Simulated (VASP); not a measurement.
# Rh (P6_3/mmc) in VASP: a series of runs

The runs below take Rh through single point, with r2SCAN.

Program: VASP 6.6.1. These are calculated values, not measurements. Logs are shortened: lines on timing, memory, paths and dates and some standing lists are left out, and cuts for length are marked.

### Step 1. The cell of the first run

Symmetry: P6_3/mmc, No. 194, hexagonal system. Conventional cell: a = 2.701 Å, b = 2.701 Å, c = 4.358 Å, α = 90.00°, β = 90.00°, γ = 120.00°. Rh (site symmetry -6m2) has 12 Rh at 2.68 to 2.70 Å within 3.5 Å.

This isn't the form of Rh at room conditions, which is fcc.

### Step 2. Single point, r2SCAN, collinear spin, ferromagnetic start

The input, POSCAR:

```
Rh
1.0
    2.7012216336      0.0000000000      0.0000000000
   -1.3506108168      2.3393265560      0.0000000000
    0.0000000000      0.0000000000      4.3580196639
Rh
2
Direct
    0.3333333333      0.6666666667      0.2500000000
    0.6666666667      0.3333333333      0.7500000000
```

The input, INCAR.step1:

```
  PREC = Accurate
  ENCUT = 520
  ISMEAR = -1
  SIGMA = 0.05
  LREAL = F
  LASPH = T
  NELM = 150
  ISPIN = 2
  MAGMOM = 1 1
  LMAXMIX = 4
  NBANDS = 26
  GGA = PE
  ALGO = Normal
  EDIFF = 1E-4
  LWAVE = T
  LCHARG = F
```

The input, INCAR.step2:

```
  PREC = Accurate
  ENCUT = 520
  EDIFF = 1E-6
  ISMEAR = -1
  SIGMA = 0.05
  LREAL = F
  LASPH = T
  NELM = 150
  ALGO = Normal
  ISIF = 2
  LWAVE = F
  LCHARG = F
  ISPIN = 2
  MAGMOM = 1 1
  LORBIT = 11
  LMAXMIX = 4
  METAGGA = R2SCAN
  LMIXTAU = T
  NBANDS = 26
  ISTART = 1
```

The input, KPOINTS:

```
Automatic mesh
0
Gamma
  13 13 7
```

Potentials or basis: VASP PAW PBE potentials, release 64 (Rh_pv).

Run with:

```
$ cat potpaw_PBE.64/Rh_pv/POTCAR > POTCAR
$ cp INCAR.step1 INCAR
$ mpirun -np 1 vasp_std > vasp.out
$ cp INCAR.step2 INCAR
$ mpirun -np 1 vasp_std > vasp.out
```

OUTCAR:

```text
PREC = Accurate
   ENCUT = 520
   EDIFF = 1E-6
   ISMEAR = -1
   LREAL = F
   LASPH = T
   NELM = 150
   ISIF = 2
   ISPIN = 2
   LORBIT = 11
   METAGGA = R2SCAN
   ISTART = 1

 ion  position               nearest neighbor table
   1  0.333  0.667  0.250-   2 2.68   2 2.68   2 2.68   2 2.68   2 2.68   2 2.68
   2  0.667  0.333  0.750-   1 2.68   1 2.68   1 2.68   1 2.68   1 2.68   1 2.68

  LATTYP: Found a hexagonal cell.
 ALAT       =     2.7012216336
 C/A-ratio  =     1.6133513851

  Lattice vectors:

 A1 = (   2.7012216336,   0.0000000000,   0.0000000000)
 A2 = (  -1.3506108168,   2.3393265560,   0.0000000000)
 A3 = (   0.0000000000,   0.0000000000,   4.3580196639)

Analysis of symmetry for initial positions (statically):
=====================================================================
 Subroutine PRICEL returns:
 Original cell was already a primitive cell.

 Routine SETGRP: Setting up the symmetry group for a
 hexagonal supercell.

 Subroutine GETGRP returns: Found 24 space group operations
 (whereof 12 operations were pure point group operations)
 out of a pool of 24 trial point group operations.

The static configuration has the point symmetry D_3d.
 The point group associated with its full space group is D_6h.

Analysis of symmetry for dynamics (positions and initial velocities):
=====================================================================
 Subroutine PRICEL returns:
 Original cell was already a primitive cell.

 Routine SETGRP: Setting up the symmetry group for a
 hexagonal supercell.

 Subroutine GETGRP returns: Found 24 space group operations
 (whereof 12 operations were pure point group operations)
 out of a pool of 24 trial point group operations.

The dynamic configuration has the point symmetry D_3d.
 The point group associated with its full space group is D_6h.

Analysis of structural, dynamic, and magnetic symmetry:
=====================================================================
 Subroutine PRICEL returns:
 Original cell was already a primitive cell.

 Routine SETGRP: Setting up the symmetry group for a
 hexagonal supercell.

 Subroutine GETGRP returns: Found 24 space group operations
 (whereof 12 operations were pure point group operations)
 out of a pool of 24 trial point group operations.

The overall configuration has the point symmetry D_3d.
 The point group associated with its full space group is D_6h.

 Subroutine INISYM returns: Found 24 space group operations
 (whereof 12 operations are pure point group operations),
 and found     1 'primitive' translations

----------------------------------------------------------------------------------------

                                     Primitive cell

  volume of cell :      27.5385

  direct lattice vectors                    reciprocal lattice vectors
     2.701221634  0.000000000  0.000000000     0.370202870  0.213736726  0.000000000
    -1.350610817  2.339326556  0.000000000     0.000000000  0.427473453  0.000000000
     0.000000000  0.000000000  4.358019664     0.000000000  0.000000000  0.229462021

  length of vectors
     2.701221634  2.701221634  4.358019664     0.427473453  0.427473453  0.229462021

  position of ions in fractional coordinates (direct lattice)
     0.333333333  0.666666667  0.250000000
     0.666666667  0.333333333  0.750000000

  ion indices of the primitive-cell ions
   primitive index   ion index
                 1           1
                 2           2

----------------------------------------------------------------------------------------

 KPOINTS: Automatic mesh

Automatic generation of k-mesh.
 Grid dimensions read from file:
 generate k-points for:   13   13    7

 Generating k-lattice:

  Cartesian coordinates                     Fractional coordinates (reciprocal lattice)
     0.028477144  0.016441287  0.000000000     0.076923077  0.000000000  0.000000000
     0.000000000  0.032882573  0.000000000     0.000000000  0.076923077  0.000000000
     0.000000000  0.000000000  0.032780289     0.000000000  0.000000000  0.142857143

  Length of vectors
     0.032882573  0.032882573  0.032780289

  Shift w.r.t. Gamma in fractional coordinates (k-lattice)
     0.000000000  0.000000000  0.000000000

 Subroutine IBZKPT returns following result:
 ===========================================

 Found     84 irreducible k-points:

 Following reciprocal coordinates:
            Coordinates               Weight
  0.000000  0.000000  0.000000      1.000000
  0.076923  0.000000  0.000000      6.000000
  0.153846  0.000000  0.000000      6.000000
  0.230769  0.000000  0.000000      6.000000
  0.307692  0.000000  0.000000      6.000000
  0.384615 -0.000000  0.000000      6.000000
[... 16 lines left out ...]
  0.076923  0.000000  0.142857     12.000000
  0.153846  0.000000  0.142857     12.000000
 [... further k-points ...]
   k-points           NKPTS =     84   k-points in BZ     NKDIM =     84   number of bands    NBANDS=     26
   number of dos      NEDOS =    301   number of ions     NIONS =      2
   total plane-waves  NPLWV =  12800
   dimension x,y,z NGX =    20 NGY =   20 NGZ =   32
   dimension x,y,z NGXF=    40 NGYF=   40 NGZF=   64
   ions per type =               2
   NGX,Y,Z   is equivalent  to a cutoff of  12.31, 12.31, 12.21 a.u.
   NGXF,Y,Z  is equivalent  to a cutoff of  24.62, 24.62, 24.41 a.u.
 SYSTEM =  unknown system
   PREC   = accura    normal or accurate (medium, high low for compatibility)
   ISTART =      1    job   : 0-new  1-cont  2-samecut
   ICHARG =      0    charge: 1-file 2-atom 10-const
   ISPIN  =      2    spin polarized calculation?
   LNONCOLLINEAR =      F non collinear calculations
   LSORBIT =      F    spin-orbit coupling
   LASPH  =      T    aspherical Exc in radial PAW
   ENCUT  =  520.0 eV  38.22 Ry    6.18 a.u.   5.02  5.02  8.10*2*pi/ulx,y,z
   NELM   =    150;   NELMIN=  2; NELMDL=  0     # of ELM steps
   EDIFF  = 0.1E-05   stopping-criterion for ELM
   LREAL  =      F    real-space projection
   EDIFFG = 0.1E-04   stopping-criterion for IOM
   NSW    =      0    number of steps for IOM
   IBRION =     -1    ionic relax: 0-MD 1-quasi-New 2-CG
   NFREE  =      0    steps in history (QN), initial steepest desc. (CG)
   ISIF   =      2    stress and relaxation
   ISYM   =      2    0-nonsym 1-usesym 2-fastsym
   POTIM  = 0.5000    time-step for ionic-motion
   TEBEG  =    0.0;   TEEND  =   0.0 temperature during run
   PSTRESS=    0.0 pullay stress
   NELECT =      30.0000    total number of electrons
   NUPDOWN=      -1.0000    fix difference up-down
   EMIN   =  10.00;   EMAX   =-10.00  energy-range for DOS
   EFERMI =   0.00;   METHOD = LEGACY
   ISMEAR =    -1;   SIGMA  =   0.05  broadening in eV -4-tet -1-fermi 0-gaus
   EFERMI_NEDOS =   21; number of points for ismear=-14 and -15
   IALGO  =     38    algorithm
   IMIX   =      4    mixing-type and parameters
     AMIX     =   0.40;   BMIX     =  1.00
     AMIX_MAG =   1.60;   BMIX_MAG =  1.00
  volume/ion in A,a.u.               =      13.77        92.92
  Fermi-wavevector in a.u.,A,eV,Ry     =   1.684490  3.183225 38.606631  2.837507
  Thomas-Fermi vector in A             =   2.767503
   LORBIT       =     11    0 simple, 1 ext, 2 COOP (PROOUT), +10 PAW based schemes
   METAGGA = R2SCAN    functional components
   LHFCALC =     F    Hartree Fock is set to
   AEXX    =    0.0000 exact exchange contribution
   IVDW    =     0    specifies the selected vdW correction
   LEPSILON=     F    determine dielectric tensor
   LRPA    =     F    only Hartree local field effects (RPA)
 spin polarized calculation
  energy-cutoff  :      520.00
  volume of cell :       27.54
 maximum number of plane-waves:       759
 NGX is ok and might be reduce to    20
   NGX =  9   NGY =  9   NGZ = 17

 number of electron      30.0000011 magnetization       0.0148925

 Free energy of the ion-electron system (eV)
  ---------------------------------------------------
  ext. energy  EPLUGINS =         0.00000000
  ---------------------------------------------------
  free energy    TOTEN  =       -48.19374796 eV

  energy without entropy =      -48.16542091  energy(sigma->0) =      -48.17958444

 E-fermi :  11.8334     XC(G=0): -15.1946

 val. band max:       11.8308572957   @ k =   0.3846   0.1538   0.2857
 cond. band min:      11.8345945160   @ k =   0.3077   0.0769   0.4286
 fundamental gap:      0.0037372203
 Fermi energy:        11.8333583715

 spin component 1

 k-point     1 :       0.0000    0.0000    0.0000
  band No.  band energies     occupation
      1     -36.8790      1.00000
      2     -36.1671      1.00000
      3     -36.1671      1.00000
      4     -36.0723      1.00000
      5     -36.0509      1.00000
      6     -36.0509      1.00000
[... 18 lines left out ...]
     25      35.4964      0.00000
     26      35.4965      0.00000

 k-point     2 :       0.0769    0.0000    0.0000
  band No.  band energies     occupation
      1     -36.8643      1.00000
      2     -36.2001      1.00000
      3     -36.1779      1.00000
      4     -36.0853      1.00000
      5     -36.0785      1.00000
      6     -36.0561      1.00000
[... 18 lines left out ...]
     25      34.2628      0.00000
     26      34.7021      0.00000

 k-point     3 :       0.1538    0.0000    0.0000
  band No.  band energies     occupation
      1     -36.8219      1.00000
      2     -36.2918      1.00000
      3     -36.2071      1.00000
      4     -36.1793      1.00000
      5     -36.0973      1.00000
      6     -36.0710      1.00000
[... 572 lines left out ...]
 k-point    23 :       0.0769    0.0000    0.1429
  band No.  band energies     occupation
      1     -36.8276      1.00000
      2     -36.1936      1.00000
      3     -36.1719      1.00000
      4     -36.1331      1.00000
      5     -36.0767      1.00000
      6     -36.0622      1.00000
[... 18 lines left out ...]
     25      33.3996      0.00000
     26      33.9381      0.00000

 k-point    24 :       0.1538    0.0000    0.1429
  band No.  band energies     occupation
      1     -36.7913      1.00000
      2     -36.2827      1.00000
      3     -36.2122      1.00000
      4     -36.2004      1.00000
      5     -36.1061      1.00000
      6     -36.0778      1.00000
[... 18 lines left out ...]
     25      32.2796      0.00000
     26      32.6455      0.00000

 [... further k-points ...]

 spin component 2

 k-point     1 :       0.0000    0.0000    0.0000
  band No.  band energies     occupation
      1     -36.8702      1.00000
      2     -36.1585      1.00000
      3     -36.1585      1.00000
      4     -36.0631      1.00000
      5     -36.0423      1.00000
      6     -36.0423      1.00000
[... 18 lines left out ...]
     25      35.4992      0.00000
     26      35.4992      0.00000

 k-point     2 :       0.0769    0.0000    0.0000
  band No.  band energies     occupation
      1     -36.8555      1.00000
      2     -36.1915      1.00000
      3     -36.1692      1.00000
      4     -36.0767      1.00000
      5     -36.0693      1.00000
      6     -36.0475      1.00000
[... 18 lines left out ...]
     25      34.2491      0.00000
     26      34.6614      0.00000

 k-point     3 :       0.1538    0.0000    0.0000
  band No.  band energies     occupation
      1     -36.8131      1.00000
      2     -36.2832      1.00000
      3     -36.1984      1.00000
      4     -36.1707      1.00000
      5     -36.0881      1.00000
      6     -36.0624      1.00000
[... 572 lines left out ...]
 k-point    23 :       0.0769    0.0000    0.1429
  band No.  band energies     occupation
      1     -36.8188      1.00000
      2     -36.1850      1.00000
      3     -36.1633      1.00000
      4     -36.1241      1.00000
      5     -36.0679      1.00000
      6     -36.0535      1.00000
[... 18 lines left out ...]
     25      33.4016      0.00000
     26      33.9406      0.00000

 k-point    24 :       0.1538    0.0000    0.1429
  band No.  band energies     occupation
      1     -36.7824      1.00000
      2     -36.2741      1.00000
      3     -36.2035      1.00000
      4     -36.1918      1.00000
      5     -36.0971      1.00000
      6     -36.0692      1.00000
[... 18 lines left out ...]
     25      32.2820      0.00000
     26      32.6465      0.00000

 [... further k-points ...]

------------------------ aborting loop because EDIFF is reached ----------------------------------------

  FORCE on cell =-STRESS in cart. coord.  units (eV):
  Direction    XX          YY          ZZ          XY          YZ          ZX
  --------------------------------------------------------------------------------------
  -------------------------------------------------------------------------------------
  Total        0.2059980      0.2059980      0.2168421      0.0000000      0.0000000      0.0000000
  in kB       11.9848724     11.9848724     12.6157750      0.0000000      0.0000000      0.0000000
  external PRESSURE =      12.1951733 kB  Pullay stress =       0.0000000 kB

 VOLUME and BASIS-vectors are now :
 -----------------------------------------------------------------------------
  energy-cutoff  :      520.00
  volume of cell :       27.54
      direct lattice vectors                 reciprocal lattice vectors
     2.701221634  0.000000000  0.000000000     0.370202870  0.213736726  0.000000000
    -1.350610817  2.339326556  0.000000000     0.000000000  0.427473453  0.000000000
     0.000000000  0.000000000  4.358019664     0.000000000  0.000000000  0.229462021

 POSITION                                       TOTAL-FORCE (eV/Angst)
 -----------------------------------------------------------------------------------
     -0.00000      1.55955      1.08950         0.000000     -0.000000      0.000000
      1.35061      0.77978      3.26851        -0.000000      0.000000      0.000000
 -----------------------------------------------------------------------------------
    total drift:                               -0.000000      0.000000     -0.000000

  FREE ENERGIE OF THE ION-ELECTRON SYSTEM (eV)
  ---------------------------------------------------
  free  energy   TOTEN  =       -48.1937479606 eV

  energy  without entropy=      -48.1654209150  energy(sigma->0) =      -48.17958444

 total charge

# of ion       s       p       d       tot
------------------------------------------
    1        0.422   6.297   7.099  13.818
    2        0.422   6.297   7.099  13.818
--------------------------------------------------
tot          0.844  12.595  14.198  27.636

 magnetization (x)

# of ion       s       p       d       tot
------------------------------------------
    1       -0.000  -0.000   0.008   0.008
    2       -0.000  -0.000   0.008   0.008
--------------------------------------------------
tot         -0.000  -0.000   0.016   0.015
```

Wall time 3.7 min (1 thread of AMD EPYC 7R13 (Zen 3), shared host); peak memory 0.18 GiB.

What came out:

```yaml
Free_energy: -48.1937 eV
Pressure: 1.2 GPa
Band_gap_on_the_k_mesh: zero (filled and empty bands overlap)
Net_moment: 0.01 μB per cell
Valence_electrons_inside_the_program's_atomic_spheres: Rh 13.82
```

Levels at points of the mesh, in eV from the Fermi level:
Spin up:
| k point | band 11 | band 12 | band 13 | band 14 | band 15 | band 16 | band 17 | band 18 | band 19 | band 20 |
| --- | --- | --- | --- | --- | --- | --- | --- | --- | --- | --- |
| (0.00, 0.00, 0.00) | -3.17 | -2.63 | -2.63 | -2.04 | -2.04 | 0.10 | 0.10 | 0.88 | 9.07 | 16.61 |
Spin down:
| k point | band 11 | band 12 | band 13 | band 14 | band 15 | band 16 | band 17 | band 18 | band 19 | band 20 |
| --- | --- | --- | --- | --- | --- | --- | --- | --- | --- | --- |
| (0.00, 0.00, 0.00) | -3.16 | -2.62 | -2.62 | -2.03 | -2.03 | 0.11 | 0.11 | 0.88 | 9.08 | 16.61 |

Caveat: the PAW data sets were made with another functional, which shifts forces and pressure a little.

### Step 3. Single point, r2SCAN, collinear spin, ferromagnetic start

The input, POSCAR:

```
Rh
1.0
    2.7012216844      0.0000000000      0.0000000000
   -1.3506108422      2.3393266000      0.0000000000
    0.0000000000      0.0000000000      4.3580193197
Rh
2
Direct
    0.3333333333      0.6666666667      0.2500000000
    0.6666666667      0.3333333333      0.7500000000
```

The input, INCAR.step1:

```
SYSTEM = Rh
  ALGO = Normal
  EDIFF = 1E-4
  ENCUT = 520
  GGA = PE
  ISMEAR = -1
  ISPIN = 2
  LASPH = .True.
  LCHARG = .False.
  LMAXMIX = 4
  LREAL = .False.
  LWAVE = .True.
  MAGMOM = 1 1
  NBANDS = 26
  NELM = 150
  PREC = Accurate
  SIGMA = 0.05
```

The input, INCAR.step2:

```
SYSTEM = Rh
  ALGO = Normal
  EDIFF = 1E-6
  ENCUT = 520
  ISIF = 2
  ISMEAR = -1
  ISPIN = 2
  ISTART = 1
  LASPH = .True.
  LCHARG = .False.
  LMAXMIX = 4
  LMIXTAU = .True.
  LORBIT = 11
  LREAL = .False.
  LWAVE = .False.
  MAGMOM = 1 1
  METAGGA = R2SCAN
  NBANDS = 26
  NELM = 150
  PREC = Accurate
  SIGMA = 0.05
```

The input, KPOINTS:

```
k-points
0
Gamma
  22 22 12
  0 0 0
```

Potentials or basis: VASP PAW PBE potentials, release 64 (Rh_pv).

Run with:

```
$ cat potpaw_PBE.64/Rh_pv/POTCAR > POTCAR
$ cp INCAR.step1 INCAR
$ mpirun -np 1 vasp_std > vasp.out
$ cp INCAR.step2 INCAR
$ mpirun -np 1 vasp_std > vasp.out
```

It took 29 min on 1 thread of Oxide Virtual Turin-like, shared host; peak memory 0.38 GiB.

Results (log left out):

```yaml
Free_energy: -48.1962 eV
Pressure: 1.1 GPa
Band_gap_on_the_k_mesh: zero (filled and empty bands overlap)
Net_moment: 0.00 μB per cell
Valence_electrons_inside_the_program's_atomic_spheres: Rh 13.82
```

Levels at points of the mesh, in eV from the Fermi level:
Spin up:
| k point | band 11 | band 12 | band 13 | band 14 | band 15 | band 16 | band 17 | band 18 | band 19 | band 20 |
| --- | --- | --- | --- | --- | --- | --- | --- | --- | --- | --- |
| (0.00, 0.00, 0.00) | -3.15 | -2.61 | -2.61 | -2.02 | -2.02 | 0.13 | 0.13 | 0.90 | 9.09 | 16.63 |
| (0.50, 0.00, 0.00) | -2.80 | -2.31 | -2.19 | 0.41 | 0.64 | 0.73 | 3.18 | 5.41 | 10.89 | 11.34 |
| (0.00, 0.00, 0.50) | -3.28 | -3.28 | -3.28 | -3.28 | -0.47 | -0.47 | -0.47 | -0.47 | 15.56 | 15.56 |
| (0.50, 0.00, 0.50) | -1.76 | -1.76 | -0.30 | -0.30 | 0.61 | 0.61 | 2.86 | 2.86 | 9.80 | 9.80 |
Spin down:
| k point | band 12 | band 13 | band 14 | band 15 | band 16 | band 17 | band 18 | band 19 |
| --- | --- | --- | --- | --- | --- | --- | --- | --- |
| (0.00, 0.00, 0.00) | -2.61 | -2.61 | -2.02 | -2.02 | 0.13 | 0.13 | 0.90 | 9.09 |
| (0.50, 0.00, 0.00) | -2.31 | -2.19 | 0.41 | 0.64 | 0.73 | 3.18 | 5.41 | 10.89 |
| (0.00, 0.00, 0.50) | -3.28 | -3.28 | -3.28 | -0.47 | -0.47 | -0.47 | -0.47 | 15.56 |
| (0.50, 0.00, 0.50) | -1.76 | -0.30 | -0.30 | 0.61 | 0.61 | 2.86 | 2.86 | 9.80 |

Caveat: the PAW data sets were made with another functional, which shifts forces and pressure a little.
